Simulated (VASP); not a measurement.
The system is InW3.

```
In W
1.0
     4.13351    0.00000    0.00000
     0.00000    4.13351    0.00000
     0.00000    0.00000    4.13351
In W
1 3
Cartesian
  0.0000 0.0000 0.0000
  0.0000 2.0668 2.0668
  2.0668 0.0000 2.0668
  2.0668 2.0668 0.0000
```

```yaml
Program: VASP 6.6.1
Task: relaxation of cell and atoms
Functional: PBE
Potentials_or_basis: VASP PAW PBE potentials, release 64 (In_d, W_sv)
Cutoff: 600 eV
k_mesh: 4 × 4 × 4
Occupations: gaussian, width 0.1 eV
Spin: no spin polarisation
```

At the start: pressure -7.8 GPa; volume 17.66 Å³/atom.

Problem. How do energy, volume and symmetry change on relaxing?

Solution. Over 3 steps the energy falls by 16.0 meV/atom and the volume is 17.04 Å³/atom (-3.5 %); space group Pm-3m (No. 221, to 0.05 Å).

Step by step:
```csv
step,energy change (eV),largest force (eV/Å),pressure (GPa),volume (Å³)
1,0.0000,0.0000,-7.80,70.62
2,0.3699,0.0000,25.61,62.19
3,-0.0639,0.0000,-0.29,68.17
```

Final structure:
```cif
data_structure
_symmetry_space_group_name_H-M 'P 1'
_symmetry_Int_Tables_number 1
_cell_length_a 4.0851
_cell_length_b 4.0851
_cell_length_c 4.0851
_cell_angle_alpha 90.000
_cell_angle_beta 90.000
_cell_angle_gamma 90.000
_cell_volume 68.17
loop_
_atom_site_label
_atom_site_type_symbol
_atom_site_fract_x
_atom_site_fract_y
_atom_site_fract_z
_atom_site_occupancy
In1 In 0.00000 0.00000 0.00000 1
W1 W 0.00000 0.50000 0.50000 1
W2 W 0.50000 0.00000 0.50000 1
W3 W 0.50000 0.50000 0.00000 1
```

Caveat: the k points lie up to 0.38 Å⁻¹ apart in the final cell.
